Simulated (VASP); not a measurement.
GaN:

```
Ga N
1.0
     3.18900    0.00000    0.00000
    -1.59450    2.76176    0.00000
     0.00000    0.00000    5.18500
Ga N
2 2
Direct
  0.33333 0.66667 0.00000
  0.66667 0.33333 0.50000
  0.33333 0.66667 0.50000
  0.66667 0.33333 0.00000
```

| Item | Value |
| --- | --- |
| Program | VASP 6.6.1 |
| Task | relaxation of cell and atoms |
| Functional | LDA |
| Potentials or basis | VASP PAW LDA potentials, release 64 (Ga_d, N) |
| Cutoff | 600 eV |
| k mesh | 12 × 12 × 6 |
| Occupations | gaussian, width 0.02 eV |
| Spin | no spin polarisation |

At the start: pressure 4.5 GPa; volume 11.42 Å³/atom.

Question: How do energy, volume and symmetry change on relaxing?

Answer: Over 14 steps the energy falls by 37.9 meV/atom and the volume is 10.91 Å³/atom (-4.4 %); space group P6_3/mmc (No. 194, to 0.1 Å) before and after.

The path:
| step | energy change (eV) | largest force (eV/Å) | pressure (GPa) | volume (Å³) |
| --- | --- | --- | --- | --- |
| 1 | 0.0000 | 0.0000 | 4.46 | 45.67 |
| 2 | -0.0185 | 0.0000 | -8.81 | 47.76 |
| 3 | -0.0467 | 0.0000 | -3.43 | 46.82 |
| 4 | -0.0913 | 0.0000 | -2.79 | 45.87 |
| 5 | -0.1462 | 0.0000 | 2.53 | 42.96 |
| 6 | -0.1498 | 0.0000 | 0.43 | 43.76 |
| 7 | -0.1507 | 0.0000 | 0.99 | 43.52 |
| 8 | -0.1507 | 0.0000 | 1.12 | 43.45 |
| 9 | -0.1490 | 0.0000 | -1.48 | 43.81 |
| 10 | -0.1516 | 0.0000 | 0.13 | 43.59 |
| 11 | -0.1516 | 0.0000 | 0.18 | 43.58 |
| 12 | -0.1517 | 0.0000 | -0.08 | 43.64 |
| 13 | -0.1517 | 0.0000 | 0.02 | 43.64 |
| 14 | -0.1517 | 0.0000 | -0.01 | 43.64 |

Final structure:
```
Ga N
1.0
     3.28442    0.00000    0.00000
    -1.64221    2.84439    0.00000
     0.00000    0.00000    4.67120
Ga N
2 2
Direct
  0.33333 0.66667 0.00000
  0.66667 0.33333 0.50000
  0.33333 0.66667 0.50000
  0.66667 0.33333 0.00000
```
